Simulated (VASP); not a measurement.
Wanted: the native input for a VASP 6.6.1 run.

```
Task                   : relaxation of cell and atoms
Functional             : PBE
Potentials or basis    : VASP PAW PBE potentials, release 64 (Ta_pv, Cu)
Cutoff                 : 600 eV
k mesh                 : 4 × 4 × 4
Occupations            : gaussian, width 0.1 eV
Spin                   : no spin polarisation
Dipole correction      : no
Further INCAR settings : ALGO = Normal; EDIFF = 1e-07; IBRION = 2; EDIFFG = -0.04; NSW = 90; ISIF = 3
```

The structure of Ta2Cu lies in POSCAR:

```
Ta2Cu
1.0
    0.0000000000      3.5969599246      3.5969599246
    3.5969599246      0.0000000000      3.5969599246
    3.5969599246      3.5969599246      0.0000000000
Ta Cu
4 2
Direct
    0.6250000000      0.6250000000      0.6250000000
    0.1250000000      0.6250000000      0.6250000000
    0.6250000000      0.6250000000      0.1250000000
    0.6250000000      0.1250000000      0.6250000000
    0.0000000000      0.0000000000      0.0000000000
    0.2500000000      0.2500000000      0.2500000000
```

One way to write it, as run:

INCAR

```
SYSTEM = Ta2Cu
PREC = Accurate
ENCUT = 600
EDIFF = 1E-7
ISMEAR = 0
SIGMA = 0.1
LREAL = .False.
LASPH = .True.
NELM = 80
ALGO = Normal
ISIF = 3
LWAVE = .False.
LCHARG = .False.
GGA = PE
IBRION = 2
NSW = 90
EDIFFG = -0.04
```

KPOINTS

```
Automatic mesh
0
Gamma
  4 4 4
  0 0 0
```

Potentials or basis: VASP PAW PBE potentials, release 64 (Ta_pv, Cu).

Launch:

```bash
$ cat potpaw_PBE.64/Ta_pv/POTCAR potpaw_PBE.64/Cu/POTCAR > POTCAR
$ mpirun -np 1 vasp_std > vasp.out
```

It gave:

| Quantity | Value |
| --- | --- |
| Relaxed volume | 18.41 Å³/atom |
| Relaxed cell | a = 5.386 Å, b = 5.386 Å, c = 5.386 Å, α = 60.00°, β = 60.00°, γ = 60.00° |
| Space group after relaxing (to 0.1 Å) | Fd-3m (No. 227) |
| Energy gained by relaxing | 237.7 meV/atom |
| Ionic steps | 4 |
| Pressure after relaxing | -0.2 GPa |
| Band gap on the k mesh | zero (bands 33 and 34 overlap by 1.57 eV) |

Caveat: the k points lie up to 0.36 Å⁻¹ apart in the final cell, too coarse for converged energies and pressures of a metal; the volume moved by over 15 % at a fixed basis, so the end points are rough; spin-orbit coupling is left out, which moves the levels of the heavy elements.

Wall time 5.2 min on 1 thread of Intel(R) Xeon(R) Platinum 8488C (Sapphire Rapids), with other jobs on the host, peak memory 0.28 GiB.
